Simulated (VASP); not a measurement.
Input of a VASP 6.6.1 run:

Contents of INCAR:

```
ALGO     = Normal         # electronic algorithm
EDIFF    = 1E-6           # SCF threshold, eV
ENCUT    = 520            # plane-wave cutoff, eV
GGA      = PE             # functional
GGA_COMPAT= F            
ISIF     = 2              # what is computed and relaxed
ISMEAR   = 1              # smearing method
LASPH    = T              # aspherical terms in the spheres
LCHARG   = F              # write CHGCAR
LORBIT   = 11             # projections on sites
LORBMOM  = T            
LREAL    = F              # projectors in reciprocal space
LSORBIT  = T              # spin-orbit coupling
LWAVE    = F              # write WAVECAR
MAGMOM   = 0 0 0 0 0 0 0 0 0 0 0 0 # initial moments
NBANDS   = 69             # bands
NELM     = 150            # most SCF steps
PREC     = Accurate       # precision mode
SIGMA    = 0.1            # smearing width, eV
```

File KPOINTS:

```
k-points
0
Gamma
  6 6 6
```

The input POSCAR:

```
GaGe3
1.0
    0.0000000000      3.3871670000      3.3871670000
    3.3871670000      0.0000000000      3.3871670000
    3.3871670000      3.3871670000      0.0000000000
Ge Ga
3 1
Direct
    0.5000000000      0.5000000000      0.5000000000
    0.7500000000      0.7500000000      0.7500000000
    0.2500000000      0.2500000000      0.2500000000
    0.0000000000      0.0000000000      0.0000000000
```

Potentials or basis: VASP PAW PBE potentials, release 64 (Ge_d, Ga_d).

Command:

```bash
$ cat potpaw_PBE.64/Ge_d/POTCAR potpaw_PBE.64/Ga_d/POTCAR > POTCAR
$ mpirun -np 1 vasp_ncl > vasp.out
```

Predict the net moment.

0.00 μB per cell.

Estimate the pressure.

0.5 GPa.

Moments on the atoms (μB; x, y, z):
```
Ge  0.00 0.00 0.00
Ge  0.00 0.00 0.00
Ge  0.00 0.00 0.00
Ga  0.00 0.00 0.00
```
